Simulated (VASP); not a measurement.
A run of VASP 6.6.1 is set up as follows.

The input INCAR:

```
SYSTEM = MoH6
PREC = Accurate
ENCUT = 500
EDIFF = 1E-7
ISMEAR = 0
SIGMA = 0.15
LREAL = .FALSE.
LASPH = .TRUE.
NELM = 120
ALGO = Normal
ISIF = 3
LWAVE = .FALSE.
LCHARG = .FALSE.
GGA = PE
IBRION = 2
NSW = 36
EDIFFG = -0.08
GGA_COMPAT = .FALSE.
NELMIN = 4
```

Contents of KPOINTS:

```
Automatic mesh
0
G
  3 3 3
  0 0 0
```

POSCAR

```
MoH6
1.0
   -2.4900000000      2.4900000000      2.4900000000
    2.4900000000     -2.4900000000      2.4900000000
    2.4900000000      2.4900000000     -2.4900000000
H Mo
6 1
Direct
    0.2500000000      0.7500000000      0.5000000000
    0.2500000000      0.5000000000      0.7500000000
    0.5000000000      0.2500000000      0.7500000000
    0.7500000000      0.2500000000      0.5000000000
    0.5000000000      0.7500000000      0.2500000000
    0.7500000000      0.5000000000      0.2500000000
    0.0000000000      0.0000000000      0.0000000000
```

Potentials or basis: VASP PAW PBE potentials, release 64 (H, Mo_sv).

Command:

```console
$ cat potpaw_PBE.64/H/POTCAR potpaw_PBE.64/Mo_sv/POTCAR > POTCAR
$ mpirun -np 1 vasp_std > vasp.out
```

(1) What does it give for the space group after relaxing (to 0.05 Å)?

(2) Estimate the relaxed volume.

## Answers

(1) Im-3m (No. 229).

(2) 4.42 Å³/atom.

Caveat: the k points lie up to 0.75 Å⁻¹ apart in the final cell; the volume moved by over 15 % at a fixed basis, so the end points are rough.
